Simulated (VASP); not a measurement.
# Mg5Sn (P-62m) in VASP: a series of runs

The runs below take Mg5Sn through single point, with LDA.

Everything below comes from runs of VASP 6.6.1. Logs are shortened: lines on timing, memory, paths and dates and some standing lists are left out, and cuts for length are marked.

### 1 The cell of the first run

It takes space group P-62m (No. 189, hexagonal). The conventional cell has a = 5.594 Å, b = 5.594 Å, c = 5.030 Å, α = 90.00°, β = 90.00°, γ = 120.00°. Mg (site symmetry m2m) has 10 Mg at 3.13 to 3.24 Å and 2 Sn at 3.13 Å within 4.1 Å. Mg (site symmetry -6) has 9 Mg at 3.13 to 3.23 Å and 3 Sn at 3.23 Å within 4.1 Å. Sn (site symmetry -62m) has 12 Mg at 3.13 to 3.23 Å within 4.1 Å.

### 2 Single point, LDA

INCAR

```
SYSTEM = Mg5Sn
  ALGO = Normal
  EDIFF = 1E-6
  ENCUT = 520
  GGA = CA
  ISIF = 2
  ISMEAR = 1
  LASPH = .True.
  LCHARG = .False.
  LREAL = .False.
  LWAVE = .False.
  NBANDS = 21
  NELM = 100
  PREC = Accurate
  SIGMA = 0.5
```

KPOINTS

```
k-points
0
Gamma
  5 5 5
  0 0 0
```

POSCAR

```
Mg5Sn
1.0
    5.5939667200      0.0000000000      0.0000000000
   -2.7969833600      4.8445172900      0.0000000000
    0.0000000000      0.0000000000      5.0300902100
Mg Sn
5 1
Direct
    0.0000000000      0.3345335600      0.0000000000
    0.6654664400      0.6654664400      0.0000000000
    0.3345335600      0.0000000000      0.0000000000
    0.6666666700      0.3333333300      0.5000000000
    0.3333333300      0.6666666700      0.5000000000
    0.0000000000      0.0000000000      0.5000000000
```

Potentials or basis: VASP PAW LDA potentials, release 64 (Mg, Sn_d).

Run with:

```
> cat potpaw_LDA.64/Mg/POTCAR potpaw_LDA.64/Sn_d/POTCAR > POTCAR
> mpirun -np 1 vasp_std > vasp.out
```

OUTCAR:

```text
SYSTEM = Mg5Sn
   EDIFF = 1E-6
   ENCUT = 520
   GGA = CA
   ISIF = 2
   ISMEAR = 1
   LASPH = .True.
   LREAL = .False.
   NELM = 100
   PREC = Accurate

 ion  position               nearest neighbor table
   1  0.000  0.335  0.000-   4 3.13   4 3.13   5 3.13   5 3.13   6 3.13   6 3.13   2 3.22   2 3.22
                             3 3.22   3 3.22   3 3.24   2 3.24
   2  0.665  0.665  0.000-   5 3.13   5 3.13   4 3.13   4 3.13   6 3.13   6 3.13   1 3.22   1 3.22
                             3 3.22   3 3.22   3 3.24   1 3.24
   3  0.335  0.000  0.000-   5 3.13   5 3.13   4 3.13   4 3.13   6 3.13   6 3.13   1 3.22   2 3.22
                             2 3.22   1 3.22   1 3.24   2 3.24
   4  0.667  0.333  0.500-   1 3.13   1 3.13   3 3.13   3 3.13   2 3.13   2 3.13   6 3.23   5 3.23
                             5 3.23   6 3.23   6 3.23   5 3.23
   5  0.333  0.667  0.500-   3 3.13   3 3.13   1 3.13   1 3.13   2 3.13   2 3.13   6 3.23   4 3.23
                             4 3.23   6 3.23   6 3.23   4 3.23
   6  0.000  0.000  0.500-   3 3.13   3 3.13   1 3.13   1 3.13   2 3.13   2 3.13   5 3.23   4 3.23
                             4 3.23   5 3.23   4 3.23   5 3.23

  LATTYP: Found a hexagonal cell.
 ALAT       =     5.5939667200
 C/A-ratio  =     0.8991991661

  Lattice vectors:

 A1 = (   5.5939667200,   0.0000000000,   0.0000000000)
 A2 = (  -2.7969833600,   4.8445172900,   0.0000000000)
 A3 = (   0.0000000000,   0.0000000000,   5.0300902100)

Analysis of symmetry for initial positions (statically):
=====================================================================
 Subroutine PRICEL returns:
 Original cell was already a primitive cell.

 Routine SETGRP: Setting up the symmetry group for a
 hexagonal supercell.

 Subroutine GETGRP returns: Found 12 space group operations
 (whereof 12 operations were pure point group operations)
 out of a pool of 24 trial point group operations.

The static configuration has the point symmetry D_3h.

Analysis of symmetry for dynamics (positions and initial velocities):
=====================================================================
 Subroutine PRICEL returns:
 Original cell was already a primitive cell.

 Routine SETGRP: Setting up the symmetry group for a
 hexagonal supercell.

 Subroutine GETGRP returns: Found 12 space group operations
 (whereof 12 operations were pure point group operations)
 out of a pool of 24 trial point group operations.

The dynamic configuration has the point symmetry D_3h.

 Subroutine INISYM returns: Found 12 space group operations
 (whereof 12 operations are pure point group operations),
 and found     1 'primitive' translations

----------------------------------------------------------------------------------------

                                     Primitive cell

  volume of cell :     136.3158

  direct lattice vectors                    reciprocal lattice vectors
     5.593966720  0.000000000  0.000000000     0.178764024  0.103209457  0.000000000
    -2.796983360  4.844517290  0.000000000     0.000000000  0.206418914  0.000000000
     0.000000000  0.000000000  5.030090210     0.000000000  0.000000000  0.198803592

  length of vectors
     5.593966720  5.593966722  5.030090210     0.206418915  0.206418914  0.198803592

  position of ions in fractional coordinates (direct lattice)
     1.000000000  0.334533560  0.000000000
     0.665466440  0.665466440  0.000000000
     0.334533560  0.000000000  0.000000000
     0.666666670  0.333333330  0.500000000
     0.333333330  0.666666670  0.500000000
     0.000000000  0.000000000  0.500000000

  ion indices of the primitive-cell ions
   primitive index   ion index
                 1           1
                 2           2
                 3           3
                 4           4
                 5           5
                 6           6

----------------------------------------------------------------------------------------

 KPOINTS: k-points

Automatic generation of k-mesh.
 Grid dimensions read from file:
 generate k-points for:    5    5    5

 Generating k-lattice:

  Cartesian coordinates                     Fractional coordinates (reciprocal lattice)
     0.035752805  0.020641891  0.000000000     0.200000000 -0.000000000  0.000000000
     0.000000000  0.041283783  0.000000000     0.000000000  0.200000000  0.000000000
     0.000000000  0.000000000  0.039760718     0.000000000  0.000000000  0.200000000

  Length of vectors
     0.041283783  0.041283783  0.039760718

  Shift w.r.t. Gamma in fractional coordinates (k-lattice)
     0.000000000  0.000000000  0.000000000

 Subroutine IBZKPT returns following result:
 ===========================================

 Found     15 irreducible k-points:

 Following reciprocal coordinates:
            Coordinates               Weight
  0.000000  0.000000  0.000000      1.000000
  0.200000  0.000000  0.000000      6.000000
  0.400000  0.000000  0.000000      6.000000
  0.200000  0.200000  0.000000      6.000000
  0.400000  0.200000  0.000000      6.000000
  0.000000  0.000000  0.200000      2.000000
  0.200000  0.000000  0.200000     12.000000
  0.400000  0.000000  0.200000     12.000000
  0.200000  0.200000  0.200000     12.000000
  0.400000  0.200000  0.200000     12.000000
  0.000000  0.000000  0.400000      2.000000
  0.200000  0.000000  0.400000     12.000000
  0.400000  0.000000  0.400000     12.000000
  0.200000  0.200000  0.400000     12.000000
  0.400000  0.200000  0.400000     12.000000
   k-points           NKPTS =     15   k-points in BZ     NKDIM =     15   number of bands    NBANDS=     21
   number of dos      NEDOS =    301   number of ions     NIONS =      6
   total plane-waves  NPLWV =  70560
   dimension x,y,z NGX =    42 NGY =   42 NGZ =   40
   dimension x,y,z NGXF=    84 NGYF=   84 NGZF=   80
   ions per type =               5   1
   NGX,Y,Z   is equivalent  to a cutoff of  12.48, 12.48, 13.22 a.u.
   NGXF,Y,Z  is equivalent  to a cutoff of  24.96, 24.96, 26.44 a.u.
 SYSTEM =  Mg5Sn
   PREC   = accura    normal or accurate (medium, high low for compatibility)
   ISTART =      0    job   : 0-new  1-cont  2-samecut
   ICHARG =      2    charge: 1-file 2-atom 10-const
   ISPIN  =      1    spin polarized calculation?
   LNONCOLLINEAR =      F non collinear calculations
   LSORBIT =      F    spin-orbit coupling
   LASPH  =      T    aspherical Exc in radial PAW
   ENCUT  =  520.0 eV  38.22 Ry    6.18 a.u.  10.40 10.40  9.35*2*pi/ulx,y,z
   NELM   =    100;   NELMIN=  2; NELMDL= -5     # of ELM steps
   EDIFF  = 0.1E-05   stopping-criterion for ELM
   LREAL  =      F    real-space projection
   EDIFFG = 0.1E-04   stopping-criterion for IOM
   NSW    =      0    number of steps for IOM
   IBRION =     -1    ionic relax: 0-MD 1-quasi-New 2-CG
   NFREE  =      0    steps in history (QN), initial steepest desc. (CG)
   ISIF   =      2    stress and relaxation
   ISYM   =      2    0-nonsym 1-usesym 2-fastsym
   POTIM  = 0.5000    time-step for ionic-motion
   TEBEG  =    0.0;   TEEND  =   0.0 temperature during run
   PSTRESS=    0.0 pullay stress
   NELECT =      24.0000    total number of electrons
   NUPDOWN=      -1.0000    fix difference up-down
   EMIN   =  10.00;   EMAX   =-10.00  energy-range for DOS
   EFERMI =   0.00;   METHOD = LEGACY
   ISMEAR =     1;   SIGMA  =   0.50  broadening in eV -4-tet -1-fermi 0-gaus
   EFERMI_NEDOS =   21; number of points for ismear=-14 and -15
   IALGO  =     38    algorithm
   IMIX   =      4    mixing-type and parameters
     AMIX     =   0.40;   BMIX     =  1.00
     AMIX_MAG =   1.60;   BMIX_MAG =  1.00
  volume/ion in A,a.u.               =      22.72       153.32
  Fermi-wavevector in a.u.,A,eV,Ry     =   0.917550  1.733919 11.454724  0.841898
  Thomas-Fermi vector in A             =   2.042532
   LORBIT       =      0    0 simple, 1 ext, 2 COOP (PROOUT), +10 PAW based schemes
   GGA     = CA    functional components
   LHFCALC =     F    Hartree Fock is set to
   AEXX    =    0.0000 exact exchange contribution
   IVDW    =     0    specifies the selected vdW correction
   LEPSILON=     F    determine dielectric tensor
   LRPA    =     F    only Hartree local field effects (RPA)
 non-spin polarized calculation
 Methfessel and Paxton  Order N= 1 SIGMA  =   0.50
  energy-cutoff  :      520.00
  volume of cell :      136.32
 maximum number of plane-waves:      3687
 NGX is ok and might be reduce to    42
   NGX = 21   NGY = 21   NGZ = 19

 number of electron      23.9999996 magnetization

 Free energy of the ion-electron system (eV)
  ---------------------------------------------------
  ext. energy  EPLUGINS =         0.00000000
  ---------------------------------------------------
  free energy    TOTEN  =       -14.05271756 eV

  energy without entropy =      -14.00137080  energy(sigma->0) =      -14.03560197

 E-fermi :   3.8225     XC(G=0):  -9.1804

 val. band max:        3.8038275671   @ k =   0.2000   0.0000   0.2000
 cond. band min:       3.9127414818   @ k =   0.2000   0.0000   0.4000
 fundamental gap:      0.1089139147
 Fermi energy:         3.8225084336

 k-point     1 :       0.0000    0.0000    0.0000
  band No.  band energies     occupation
      1     -17.3856      2.00000
      2     -17.3856      2.00000
      3     -17.3820      2.00000
      4     -17.3803      2.00000
      5     -17.3803      2.00000
      6      -4.9993      2.00000
[... 13 lines left out ...]
     20       7.8446     -0.00000
     21       7.8743     -0.00000

 k-point     2 :       0.2000    0.0000    0.0000
  band No.  band energies     occupation
      1     -17.3857      2.00000
      2     -17.3854      2.00000
      3     -17.3818      2.00000
      4     -17.3804      2.00000
      5     -17.3804      2.00000
      6      -4.8180      2.00000
[... 13 lines left out ...]
     20       8.1258     -0.00000
     21       8.9755     -0.00000

 k-point     3 :       0.4000    0.0000    0.0000
  band No.  band energies     occupation
      1     -17.3858      2.00000
      2     -17.3849      2.00000
      3     -17.3815      2.00000
      4     -17.3806      2.00000
      5     -17.3804      2.00000
      6      -4.4187      2.00000
[... 13 lines left out ...]
     20       8.3022     -0.00000
     21       8.4867     -0.00000

 k-point     4 :       0.2000    0.2000    0.0000
  band No.  band energies     occupation
      1     -17.3856      2.00000
      2     -17.3851      2.00000
      3     -17.3816      2.00000
      4     -17.3805      2.00000
      5     -17.3804      2.00000
      6      -4.5163      2.00000
[... 13 lines left out ...]
     20       8.3200     -0.00000
     21       8.8805     -0.00000

 k-point     5 :       0.4000    0.2000    0.0000
  band No.  band energies     occupation
      1     -17.3855      2.00000
      2     -17.3850      2.00000
      3     -17.3815      2.00000
      4     -17.3806      2.00000
      5     -17.3805      2.00000
      6      -4.2635      2.00000
[... 13 lines left out ...]
     20       8.9653     -0.00000
     21       9.1662     -0.00000
[... 166 lines left out ...]
     20       7.5758     -0.00000
     21      10.5555     -0.00000

 k-point    13 :       0.4000    0.0000    0.4000
  band No.  band energies     occupation
      1     -17.3857      2.00000
      2     -17.3849      2.00000
      3     -17.3813      2.00000
      4     -17.3811      2.00000
      5     -17.3788      2.00000
      6      -3.9529      2.00000
[... 13 lines left out ...]
     20       9.1902     -0.00000
     21       9.2573     -0.00000

 k-point    14 :       0.2000    0.2000    0.4000
  band No.  band energies     occupation
      1     -17.3856      2.00000
      2     -17.3851      2.00000
      3     -17.3813      2.00000
      4     -17.3812      2.00000
      5     -17.3788      2.00000
      6      -4.0284      2.00000
[... 13 lines left out ...]
     20       9.0535     -0.00000
     21       9.1546     -0.00000

 k-point    15 :       0.4000    0.2000    0.4000
  band No.  band energies     occupation
      1     -17.3855      2.00000
      2     -17.3850      2.00000
      3     -17.3813      2.00000
      4     -17.3812      2.00000
      5     -17.3787      2.00000
      6      -3.8336      2.00000
[... 13 lines left out ...]
     20       9.5322     -0.00000
     21       9.9445     -0.00000

------------------------ aborting loop because EDIFF is reached ----------------------------------------

  FORCE on cell =-STRESS in cart. coord.  units (eV):
  Direction    XX          YY          ZZ          XY          YZ          ZX
  --------------------------------------------------------------------------------------
  -------------------------------------------------------------------------------------
  Total       -1.6991804     -1.6991804     -1.6404412      0.0000000     -0.0000000      0.0000000
  in kB      -19.9711883    -19.9711883    -19.2808020      0.0000000     -0.0000000      0.0000000
  external PRESSURE =     -19.7410595 kB  Pullay stress =       0.0000000 kB

 VOLUME and BASIS-vectors are now :
 -----------------------------------------------------------------------------
  energy-cutoff  :      520.00
  volume of cell :      136.32
      direct lattice vectors                 reciprocal lattice vectors
     5.593966720  0.000000000  0.000000000     0.178764024  0.103209457  0.000000000
    -2.796983360  4.844517290  0.000000000     0.000000000  0.206418914  0.000000000
     0.000000000  0.000000000  5.030090210     0.000000000  0.000000000  0.198803592

 POSITION                                       TOTAL-FORCE (eV/Angst)
 -----------------------------------------------------------------------------------
     -0.93568      1.62065      0.00000         0.010277     -0.017800      0.000000
      1.86130      3.22386      0.00000         0.010277      0.017800     -0.000000
      1.87137      0.00000      0.00000        -0.020554     -0.000000      0.000000
      2.79698      1.61484      2.51505        -0.000000     -0.000000     -0.000000
     -0.00000      3.22968      2.51505        -0.000000     -0.000000     -0.000000
      0.00000      0.00000      2.51505        -0.000000     -0.000000     -0.000000
 -----------------------------------------------------------------------------------
    total drift:                               -0.000000     -0.000000     -0.000000

  FREE ENERGIE OF THE ION-ELECTRON SYSTEM (eV)
  ---------------------------------------------------
  free  energy   TOTEN  =       -14.0527175610 eV

  energy  without entropy=      -14.0013708002  energy(sigma->0) =      -14.03560197
```

It took 29 s on 1 thread of Intel Xeon Platinum 8488C (Sapphire Rapids), shared host; peak memory 0.22 GiB.

Results:

```yaml
Free_energy: -14.0527 eV
Pressure: -2.0 GPa
Largest_force: 0.021 eV/Å
Band_gap_on_the_k_mesh: zero (band 12 reaches 4.41 eV, above the bottom of band 13 at 2.98 eV)
```

Forces on the atoms (eV/Å):
```
Mg   0.010 -0.018  0.000
Mg   0.010  0.018  0.000
Mg  -0.021  0.000  0.000
Mg   0.000  0.000  0.000
Mg   0.000  0.000  0.000
Sn   0.000  0.000  0.000
```

Levels at points of the mesh, in eV from the Fermi level:
| k point | band 10 | band 11 | band 12 | band 13 | band 14 | band 15 |
| --- | --- | --- | --- | --- | --- | --- |
| (0.00, 0.00, 0.00) | -2.20 | -0.97 | -0.89 | -0.84 | -0.84 | 2.34 |

Caveat: spin-orbit coupling is left out, which moves the levels of the heavy elements.

### 3 Single point, LDA

INCAR

```
  PREC = Accurate
  ENCUT = 520
  EDIFF = 1E-6
  ISMEAR = 1
  SIGMA = 0.3
  LREAL = False
  LASPH = True
  NELM = 80
  ALGO = Normal
  ISIF = 2
  LWAVE = False
  LCHARG = False
  GGA = CA
  NBANDS = 21
```

KPOINTS

```
regular mesh
0
Gamma
  5 5 5
```

POSCAR is that of step 2.

Potentials or basis: VASP PAW LDA potentials, release 64 (Mg, Sn_d).

Run with:

```
> cat potpaw_LDA.64/Mg/POTCAR potpaw_LDA.64/Sn_d/POTCAR > POTCAR
> mpirun -np 1 vasp_std > vasp.out
```

OUTCAR:

```text
PREC = Accurate
   ENCUT = 520
   EDIFF = 1E-6
   ISMEAR = 1
   LREAL = False
   LASPH = True
   NELM = 80
   ISIF = 2
   GGA = CA

 ion  position               nearest neighbor table
   1  0.000  0.335  0.000-   4 3.13   4 3.13   5 3.13   5 3.13   6 3.13   6 3.13   2 3.22   2 3.22
                             3 3.22   3 3.22   3 3.24   2 3.24
   2  0.665  0.665  0.000-   5 3.13   5 3.13   4 3.13   4 3.13   6 3.13   6 3.13   1 3.22   1 3.22
                             3 3.22   3 3.22   3 3.24   1 3.24
   3  0.335  0.000  0.000-   5 3.13   5 3.13   4 3.13   4 3.13   6 3.13   6 3.13   1 3.22   2 3.22
                             2 3.22   1 3.22   1 3.24   2 3.24
[... 563 lines left out ...]
  Total       -1.7173805     -1.7173805     -1.5493146      0.0000000     -0.0000000     -0.0000000
  in kB      -20.1851018    -20.1851018    -18.2097527      0.0000000     -0.0000000     -0.0000000
  external PRESSURE =     -19.5266521 kB  Pullay stress =       0.0000000 kB

 VOLUME and BASIS-vectors are now :
 -----------------------------------------------------------------------------
  energy-cutoff  :      520.00
  volume of cell :      136.32
      direct lattice vectors                 reciprocal lattice vectors
     5.593966720  0.000000000  0.000000000     0.178764024  0.103209457  0.000000000
    -2.796983360  4.844517290  0.000000000     0.000000000  0.206418914  0.000000000
     0.000000000  0.000000000  5.030090210     0.000000000  0.000000000  0.198803592

 POSITION                                       TOTAL-FORCE (eV/Angst)
 -----------------------------------------------------------------------------------
     -0.93568      1.62065      0.00000         0.017449     -0.030222      0.000000
      1.86130      3.22386      0.00000         0.017449      0.030222      0.000000
      1.87137      0.00000      0.00000        -0.034898     -0.000000      0.000000
      2.79698      1.61484      2.51505        -0.000000     -0.000000      0.000000
     -0.00000      3.22968      2.51505        -0.000000     -0.000000      0.000000
      0.00000      0.00000      2.51505        -0.000000     -0.000000      0.000000
 -----------------------------------------------------------------------------------
    total drift:                               -0.000000     -0.000000     -0.000000

  FREE ENERGIE OF THE ION-ELECTRON SYSTEM (eV)
  ---------------------------------------------------
  free  energy   TOTEN  =       -14.0346075061 eV

  energy  without entropy=      -14.0142589228  energy(sigma->0) =      -14.02782464
```

stdout:

```text
POSCAR found type information on POSCAR MgSn
 POSCAR found :  2 types and       6 ions
 scaLAPACK will be used
 LDA part: xc-table for (Slater(with rela. corr.)+CA(PZ))
 , standard interpolation
 POSCAR, INCAR and KPOINTS ok, starting setup
 FFT: planning ... GRIDC
 FFT: planning ... GRID_SOFT
 FFT: planning ... GRID
 WAVECAR not read
 entering main loop
```

It took 27 s on 1 thread of Intel Xeon Platinum 8488C (Sapphire Rapids), shared host; peak memory 0.22 GiB.

Results:

| Item | Value |
| --- | --- |
| Free energy | -14.0346 eV |
| Pressure | -2.0 GPa |
| Largest force | 0.035 eV/Å |
| Band gap on the k mesh | zero (band 12 reaches 4.40 eV, above the bottom of band 13 at 2.98 eV) |

Forces on the atoms (eV/Å):
```
Mg   0.017 -0.030  0.000
Mg   0.017  0.030  0.000
Mg  -0.035  0.000  0.000
Mg   0.000  0.000  0.000
Mg   0.000  0.000  0.000
Sn   0.000  0.000  0.000
```

Levels at points of the mesh, in eV from the Fermi level:
| k point | band 8 | band 9 | band 10 | band 11 | band 12 | band 13 | band 14 | band 15 | band 16 | band 17 |
| --- | --- | --- | --- | --- | --- | --- | --- | --- | --- | --- |
| (0.00, 0.00, 0.00) | -2.43 | -2.20 | -2.20 | -0.97 | -0.90 | -0.85 | -0.85 | 2.34 | 3.77 | 3.83 |

Caveat: spin-orbit coupling is left out, which moves the levels of the heavy elements.

(Continued in part 2 of 2.)
